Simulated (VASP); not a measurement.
# LaH3 (Fm-3m) in VASP: single point with PBEsol

Aim: the single point of LaH3 with PBEsol.

Everything below comes from runs of VASP 6.6.1. Logs are shortened: lines on timing, memory, paths and dates and some standing lists are left out, and cuts for length are marked.

## Step 1: The cell of the first run

Symmetry: Fm-3m, No. 225, cubic system. The conventional cell has a = 5.573 Å, b = 5.573 Å, c = 5.573 Å, α = 90.00°, β = 90.00°, γ = 90.00°. La (site symmetry m-3m) has 14 H at 2.41 to 2.79 Å within 3.2 Å. Within 3.2 Å of H (site symmetry m-3m) lie 8 H at 2.41 Å and 6 La at 2.79 Å. Within 3.2 Å of H (site symmetry -43m) lie 4 La at 2.41 Å and 10 H at 2.41 to 2.79 Å.

## Step 2: Single point, PBEsol

Input file INCAR:

```
PREC = Accurate
ENCUT = 500
EDIFF = 1E-6
ISMEAR = -1
SIGMA = 0.1
LREAL = F
LASPH = T
NELM = 200
ALGO = Normal
ISIF = 2
LWAVE = F
LCHARG = F
GGA = PS
NBANDS = 15
GGA_COMPAT = F
LMAXMIX = 6
```

Input file KPOINTS:

```
Automatic mesh
0
Gamma
  8 8 8
```

Input file POSCAR:

```
LaH3
1.0
    0.0000000000      2.7864790000      2.7864790000
    2.7864790000      0.0000000000      2.7864790000
    2.7864790000      2.7864790000      0.0000000000
La H
1 3
Direct
    0.0000000000      0.0000000000      0.0000000000
    0.5000000000      0.5000000000      0.5000000000
    0.7500000000      0.7500000000      0.7500000000
    0.2500000000      0.2500000000      0.2500000000
```

Potentials or basis: VASP PAW PBE potentials, release 64 (La, H).

The run is started by

```sh
cat potpaw_PBE.64/La/POTCAR potpaw_PBE.64/H/POTCAR > POTCAR
mpirun -np 1 vasp_std > vasp.out
```

OUTCAR:

```text
PREC = Accurate
   ENCUT = 500
   EDIFF = 1E-6
   ISMEAR = -1
   LREAL = F
   LASPH = T
   NELM = 200
   ISIF = 2
   GGA = PS

 ion  position               nearest neighbor table
   1  0.000  0.000  0.000-
   2  0.500  0.500  0.500-
   3  0.750  0.750  0.750-
   4  0.250  0.250  0.250-

  LATTYP: Found a face centered cubic cell.
 ALAT       =     5.5729580000

  Lattice vectors:

 A1 = (   0.0000000000,   2.7864790000,   2.7864790000)
 A2 = (   2.7864790000,   0.0000000000,   2.7864790000)
 A3 = (   2.7864790000,   2.7864790000,   0.0000000000)

Analysis of symmetry for initial positions (statically):
=====================================================================
 Subroutine PRICEL returns:
 Original cell was already a primitive cell.

 Routine SETGRP: Setting up the symmetry group for a
 face centered cubic supercell.

 Subroutine GETGRP returns: Found 48 space group operations
 (whereof 48 operations were pure point group operations)
 out of a pool of 48 trial point group operations.

The static configuration has the point symmetry O_h .

Analysis of symmetry for dynamics (positions and initial velocities):
=====================================================================
 Subroutine PRICEL returns:
 Original cell was already a primitive cell.

 Routine SETGRP: Setting up the symmetry group for a
 face centered cubic supercell.

 Subroutine GETGRP returns: Found 48 space group operations
 (whereof 48 operations were pure point group operations)
 out of a pool of 48 trial point group operations.

The dynamic configuration has the point symmetry O_h .

 Subroutine INISYM returns: Found 48 space group operations
 (whereof 48 operations are pure point group operations),
 and found     1 'primitive' translations

----------------------------------------------------------------------------------------

                                     Primitive cell

  volume of cell :      43.2710

  direct lattice vectors                    reciprocal lattice vectors
     0.000000000  2.786479000  2.786479000    -0.179437921  0.179437921  0.179437921
     2.786479000  0.000000000  2.786479000     0.179437921 -0.179437921  0.179437921
     2.786479000  2.786479000  0.000000000     0.179437921  0.179437921 -0.179437921

  length of vectors
     3.940676393  3.940676393  3.940676393     0.310795597  0.310795597  0.310795597

  position of ions in fractional coordinates (direct lattice)
     0.000000000  0.000000000  0.000000000
     0.500000000  0.500000000  0.500000000
     0.750000000  0.750000000  0.750000000
     0.250000000  0.250000000  0.250000000

  ion indices of the primitive-cell ions
   primitive index   ion index
                 1           1
                 2           2
                 3           3
                 4           4

----------------------------------------------------------------------------------------

 KPOINTS: Automatic mesh

Automatic generation of k-mesh.
 Grid dimensions read from file:
 generate k-points for:    8    8    8

 Generating k-lattice:

  Cartesian coordinates                     Fractional coordinates (reciprocal lattice)
    -0.022429740  0.022429740  0.022429740     0.125000000  0.000000000  0.000000000
     0.022429740 -0.022429740  0.022429740     0.000000000  0.125000000  0.000000000
     0.022429740  0.022429740 -0.022429740     0.000000000  0.000000000  0.125000000

  Length of vectors
     0.038849450  0.038849450  0.038849450

  Shift w.r.t. Gamma in fractional coordinates (k-lattice)
     0.000000000  0.000000000  0.000000000

 Subroutine IBZKPT returns following result:
 ===========================================

 Found     29 irreducible k-points:

 Following reciprocal coordinates:
            Coordinates               Weight
  0.000000  0.000000  0.000000      1.000000
  0.125000  0.000000  0.000000      8.000000
  0.250000  0.000000  0.000000      8.000000
  0.375000  0.000000  0.000000      8.000000
  0.500000  0.000000  0.000000      4.000000
  0.125000  0.125000  0.000000      6.000000
[... 16 lines left out ...]
  0.500000  0.250000  0.125000     48.000000
 -0.375000  0.250000  0.125000     24.000000
 [... further k-points ...]
   k-points           NKPTS =     29   k-points in BZ     NKDIM =     29   number of bands    NBANDS=     15
   number of dos      NEDOS =    301   number of ions     NIONS =      4
   total plane-waves  NPLWV =  27000
   dimension x,y,z NGX =    30 NGY =   30 NGZ =   30
   dimension x,y,z NGXF=    60 NGYF=   60 NGZF=   60
   ions per type =               1   3
   NGX,Y,Z   is equivalent  to a cutoff of  12.66, 12.66, 12.66 a.u.
   NGXF,Y,Z  is equivalent  to a cutoff of  25.31, 25.31, 25.31 a.u.
 SYSTEM =  unknown system
   PREC   = accura    normal or accurate (medium, high low for compatibility)
   ISTART =      0    job   : 0-new  1-cont  2-samecut
   ICHARG =      2    charge: 1-file 2-atom 10-const
   ISPIN  =      1    spin polarized calculation?
   LNONCOLLINEAR =      F non collinear calculations
   LSORBIT =      F    spin-orbit coupling
   LASPH  =      T    aspherical Exc in radial PAW
   ENCUT  =  500.0 eV  36.75 Ry    6.06 a.u.   7.18  7.18  7.18*2*pi/ulx,y,z
   NELM   =    200;   NELMIN=  2; NELMDL= -5     # of ELM steps
   EDIFF  = 0.1E-05   stopping-criterion for ELM
   LREAL  =      F    real-space projection
   EDIFFG = 0.1E-04   stopping-criterion for IOM
   NSW    =      0    number of steps for IOM
   IBRION =     -1    ionic relax: 0-MD 1-quasi-New 2-CG
   NFREE  =      0    steps in history (QN), initial steepest desc. (CG)
   ISIF   =      2    stress and relaxation
   ISYM   =      2    0-nonsym 1-usesym 2-fastsym
   POTIM  = 0.5000    time-step for ionic-motion
   TEBEG  =    0.0;   TEEND  =   0.0 temperature during run
   PSTRESS=    0.0 pullay stress
   NELECT =      14.0000    total number of electrons
   NUPDOWN=      -1.0000    fix difference up-down
   EMIN   =  10.00;   EMAX   =-10.00  energy-range for DOS
   EFERMI =   0.00;   METHOD = LEGACY
   ISMEAR =    -1;   SIGMA  =   0.10  broadening in eV -4-tet -1-fermi 0-gaus
   EFERMI_NEDOS =   21; number of points for ismear=-14 and -15
   IALGO  =     38    algorithm
   IMIX   =      4    mixing-type and parameters
     AMIX     =   0.40;   BMIX     =  1.00
     AMIX_MAG =   1.60;   BMIX_MAG =  1.00
  volume/ion in A,a.u.               =      10.82        73.00
  Fermi-wavevector in a.u.,A,eV,Ry     =   1.123876  2.123818 17.185482  1.263097
  Thomas-Fermi vector in A             =   2.260545
   LORBIT       =      0    0 simple, 1 ext, 2 COOP (PROOUT), +10 PAW based schemes
   GGA     = PS    functional components
   LHFCALC =     F    Hartree Fock is set to
   AEXX    =    0.0000 exact exchange contribution
   IVDW    =     0    specifies the selected vdW correction
   LEPSILON=     F    determine dielectric tensor
   LRPA    =     F    only Hartree local field effects (RPA)
 non-spin polarized calculation
  energy-cutoff  :      500.00
  volume of cell :       43.27
 maximum number of plane-waves:      1121
 NGX is ok and might be reduce to    30
   NGX = 15   NGY = 15   NGZ = 15

 number of electron      13.9999998 magnetization

 Free energy of the ion-electron system (eV)
  ---------------------------------------------------
  ext. energy  EPLUGINS =         0.00000000
  ---------------------------------------------------
  free energy    TOTEN  =       -17.69192504 eV

  energy without entropy =      -17.68652241  energy(sigma->0) =      -17.68922373

 E-fermi :   7.5261     XC(G=0): -10.1897

 val. band max:        7.3459376999   @ k =   0.1250   0.0000   0.0000
 cond. band min:       7.7469853516   @ k =   0.5000   0.0000   0.0000
 fundamental gap:      0.4010476517
 Fermi energy:         7.5261011367

 k-point     1 :       0.0000    0.0000    0.0000
  band No.  band energies     occupation
      1     -25.6948      2.00000
      2      -8.9315      2.00000
      3      -8.9315      2.00000
      4      -8.9315      2.00000
      5      -0.4083      2.00000
      6       4.7156      2.00000
      7       7.9054      0.04404
      8       7.9054      0.04404
      9       7.9054      0.04404
     10       8.1673      0.00328
     11       8.9520      0.00000
     12       8.9520      0.00000
     13       8.9520      0.00000
     14       9.5639      0.00000
     15       9.5639      0.00000

 k-point     2 :       0.1250    0.0000    0.0000
  band No.  band energies     occupation
      1     -25.6764      2.00000
      2      -9.1306      2.00000
      3      -8.9507      2.00000
      4      -8.9507      2.00000
      5      -0.0249      2.00000
      6       4.2018      2.00000
      7       7.3459      1.71670
      8       8.0160      0.01479
      9       8.0160      0.01479
     10       8.5966      0.00004
     11       8.9126      0.00000
     12       8.9126      0.00000
     13       9.4782      0.00000
     14       9.5500      0.00000
     15       9.5504      0.00000

 k-point     3 :       0.2500    0.0000    0.0000
  band No.  band energies     occupation
      1     -25.6313      2.00000
      2      -9.5679      2.00000
      3      -8.9963      2.00000
      4      -8.9963      2.00000
      5       0.8489      2.00000
      6       3.5376      2.00000
      7       6.3326      1.99999
      8       8.0648      0.00911
      9       8.0648      0.00911
     10       8.9065      0.00000
     11       8.9065      0.00000
     12       9.2514      0.00000
     13       9.4992      0.00000
     14       9.4992      0.00000
     15       9.5714      0.00000

 k-point     4 :       0.3750    0.0000    0.0000
  band No.  band energies     occupation
      1     -25.5855      2.00000
      2      -9.9593      2.00000
      3      -9.0412      2.00000
      4      -9.0412      2.00000
      5       1.4903      2.00000
      6       3.4521      2.00000
      7       5.6935      2.00000
      8       7.8594      0.06893
      9       7.8594      0.06893
     10       8.9986      0.00000
     11       8.9986      0.00000
     12       9.4201      0.00000
     13       9.4626      0.00000
     14       9.4626      0.00000
     15       9.5768      0.00000
[... 307 lines left out ...]
 k-point    22 :       0.3750    0.2500    0.1250
  band No.  band energies     occupation
      1     -25.5976      2.00000
      2      -9.6700      2.00000
      3      -9.2047      2.00000
      4      -9.0610      2.00000
      5       1.5704      2.00000
      6       3.0794      2.00000
      7       5.0181      2.00000
      8       8.5430      0.00008
      9       8.6079      0.00004
     10       9.0548      0.00000
     11       9.1218      0.00000
     12       9.3202      0.00000
     13       9.3432      0.00000
     14       9.5555      0.00000
     15       9.9856      0.00000

 k-point    23 :       0.5000    0.2500    0.1250
  band No.  band energies     occupation
      1     -25.5608      2.00000
      2      -9.8652      2.00000
      3      -9.3414      2.00000
      4      -9.1185      2.00000
      5       2.2463      2.00000
      6       3.1005      2.00000
      7       4.2250      2.00000
      8       8.3857      0.00037
      9       8.8444      0.00000
     10       9.0323      0.00000
     11       9.1494      0.00000
     12       9.3890      0.00000
     13       9.3940      0.00000
     14       9.4903      0.00000
     15       9.8627      0.00000

 k-point    24 :      -0.3750    0.2500    0.1250
  band No.  band energies     occupation
      1     -25.5454      2.00000
      2      -9.9448      2.00000
      3      -9.3894      2.00000
      4      -9.1488      2.00000
      5       2.4030      2.00000
      6       3.2554      2.00000
      7       4.0322      2.00000
      8       8.2771      0.00109
      9       8.8653      0.00000
     10       9.0356      0.00000
     11       9.1208      0.00000
     12       9.4148      0.00000
     13       9.4388      0.00000
     14       9.4447      0.00000
     15       9.8036      0.00000

 [... further k-points ...]
[... 5 lines left out ...]
  --------------------------------------------------------------------------------------
  -------------------------------------------------------------------------------------
  Total       -0.8916720     -0.8916720     -0.8916720      0.0000000      0.0000000      0.0000000
  in kB      -33.0155385    -33.0155385    -33.0155385      0.0000000      0.0000000      0.0000000
  external PRESSURE =     -33.0155385 kB  Pullay stress =       0.0000000 kB

 VOLUME and BASIS-vectors are now :
 -----------------------------------------------------------------------------
  energy-cutoff  :      500.00
  volume of cell :       43.27
      direct lattice vectors                 reciprocal lattice vectors
     0.000000000  2.786479000  2.786479000    -0.179437921  0.179437921  0.179437921
     2.786479000  0.000000000  2.786479000     0.179437921 -0.179437921  0.179437921
     2.786479000  2.786479000  0.000000000     0.179437921  0.179437921 -0.179437921

 POSITION                                       TOTAL-FORCE (eV/Angst)
 -----------------------------------------------------------------------------------
      0.00000      0.00000      0.00000        -0.000000     -0.000000     -0.000000
      2.78648      2.78648      2.78648        -0.000000     -0.000000     -0.000000
      4.17972      4.17972      4.17972        -0.000000     -0.000000     -0.000000
      1.39324      1.39324      1.39324         0.000000      0.000000      0.000000
 -----------------------------------------------------------------------------------
    total drift:                                0.000000     -0.000000     -0.000000

  FREE ENERGIE OF THE ION-ELECTRON SYSTEM (eV)
  ---------------------------------------------------
  free  energy   TOTEN  =       -17.6919250447 eV

  energy  without entropy=      -17.6865224074  energy(sigma->0) =      -17.68922373
```

Run time: 32 s. Hardware: 1 thread of Intel Xeon Platinum 8488C (Sapphire Rapids), shared host; peak memory 0.18 GiB.

Results:

```
Free energy            : -17.6919 eV
Pressure               : -3.3 GPa
Band gap on the k mesh : zero (bands 7 and 8 overlap by 0.16 eV)
```

Levels at points of the mesh, in eV from the Fermi level:
```csv
k point,band 5,band 6,band 7,band 8,band 9,band 10
"(0.00, 0.00, 0.00)",-7.93,-2.81,0.38,0.38,0.38,0.64
"(0.50, 0.00, 0.00)",-5.92,-3.90,-1.99,0.22,0.22,1.51
"(0.50, 0.50, 0.00)",-5.49,-5.33,-2.96,1.48,1.48,1.62
```

Caveat: the cell stands under tension; the PAW data sets were made with another functional, which shifts forces and pressure a little; spin-orbit coupling is left out, which moves the levels of the heavy elements.
